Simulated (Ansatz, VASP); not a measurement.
Sb in VASP and in Ansatz

```
CELL_PARAMETERS angstrom
3.32872 0.00000 0.00000
-1.66436 2.88275 0.00000
0.00000 0.00000 11.29324
ATOMIC_POSITIONS crystal
Sb 0.00000 0.00000 0.00000
Sb 0.00000 0.00000 0.50000
Sb 0.33333 0.66667 0.75000
Sb 0.66667 0.33333 0.25000
```

Alike in both runs: task relaxation of cell and atoms; functional r2SCAN; k mesh 18 × 18 × 4; occupations gaussian, width 0.1 eV; no spin polarisation.

|  | VASP | Ansatz |
| --- | --- | --- |
| version | VASP 6.6.1 | Ansatz 0.2.0 |
| potentials or method | VASP PAW PBE potentials, release 64 (Sb), cutoff 600 eV | scalar-relativistic, plane waves, PAW |
| valence electrons in the cell | 20 | 60 |

Ansatz gave:

```
gap on the k mesh at the Fermi level, each at its own relaxed structure (eV) : none
relaxed volume (Å³/atom)                                                     : 27.13
relaxed length of the cell vector where the two differ most in proportion (Å)              : 3.345
```

Task: Which values does VASP return?

Result: gap on the k mesh at the Fermi level, each at its own relaxed structure (eV): none; relaxed volume (Å³/atom): 27.08; relaxed length of the cell vector where the two differ most in proportion (Å): 3.343.

VASP's potentials were made for PBE, not for r2SCAN. A gap of «none» marks a metal or a gap that the smearing closes. VASP's potentials hold 20 valence electrons a cell and Ansatz's 60, so a difference there can come from the potentials and not from the codes.

Spin-orbit coupling is off throughout. Noted on VASP's run: too few bands were computed for a metal, which touches its energy and stress.
